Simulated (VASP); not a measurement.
A run of VASP 6.6.1 is set up as follows.

The input INCAR:

```
PREC     = Accurate       # precision mode
ENCUT    = 520            # plane-wave cutoff, eV
EDIFF    = 1E-7           # SCF threshold, eV
ISMEAR   = 0              # smearing method
SIGMA    = 0.05           # smearing width, eV
LREAL    = Auto         
LASPH    = T              # aspherical terms in the spheres
NELM     = 100            # most SCF steps
ALGO     = Normal         # electronic algorithm
ISIF     = 2              # what is computed and relaxed
LWAVE    = F              # write WAVECAR
LCHARG   = T              # write CHGCAR
LDIPOL   = T            
IDIPOL   = 3            
DIPOL    = 0.5 0.5 0.437
GGA      = PE             # functional
IVDW     = 12             # dispersion correction
LELF     = T              # ELF
LVHAR    = T            
LVACPOTAV= T            
NBANDS   = 86             # bands
```

KPOINTS

```
Automatic mesh
0
Gamma
  2 3 1
```

POSCAR

```
ZnSe
1.0
    7.9972834977      0.0000000000      0.0000000000
    0.0000000000      5.6549333923      0.0000000000
    0.0000000000      0.0000000000     25.1151626233
Zn Se
8 8
Direct
    0.2500000000      0.5000000000      0.3185326776
    0.7500000000      0.5000000000      0.3185326776
    0.5000000000      0.0000000000      0.3981388066
    0.0000000000      0.0000000000      0.3981388066
    0.7539636713      0.5003709482      0.4804213965
    0.2559425637      0.5081572871      0.4822395005
    0.0085614208     -0.0678850202      0.5399448246
    0.5091868185     -0.0507513449      0.5439427202
    0.5000000000      0.2500000000      0.3185326776
    0.0000000000      0.2500000000      0.3185326776
    0.7500000000      0.7500000000      0.3981388066
    0.2500000000      0.7500000000      0.3981388066
    0.0060019450      0.2537623728      0.4781598013
    0.5035645722      0.2535700424      0.4776131904
    0.2590102673      0.7317792662      0.5657870518
    0.7576575742      0.7245887235      0.5630755608
```

Potentials or basis: VASP PAW PBE potentials, release 64 (Zn, Se).

Launch:

```console
$ cat potpaw_PBE.64/Zn/POTCAR potpaw_PBE.64/Se/POTCAR > POTCAR
$ mpirun -np 1 vasp_std > vasp.out
```

Estimate the largest force.

1.381 eV/Å.

Predict the dispersion energy per atom.

-0.234 eV.

Estimate the band gap on the k mesh.

1.38 eV.

Forces in eV/Å, atoms in the order of the input:
```
Zn  -0.003 -0.950  1.002
Zn   0.006 -0.935  0.994
Zn  -0.018  0.224 -0.028
Zn   0.013  0.283  0.002
Zn   0.006  0.045 -0.016
Zn  -0.014  0.028 -0.003
Zn  -0.030 -0.026  0.014
Zn  -0.015 -0.246 -0.203
Se   0.005  0.425 -0.940
Se  -0.001  0.427 -0.948
Se   0.036  0.260 -0.132
Se   0.031  0.240 -0.059
Se   0.013  0.050 -0.008
Se   0.001  0.031  0.096
Se   0.023  0.020  0.039
Se  -0.053  0.123  0.190
```
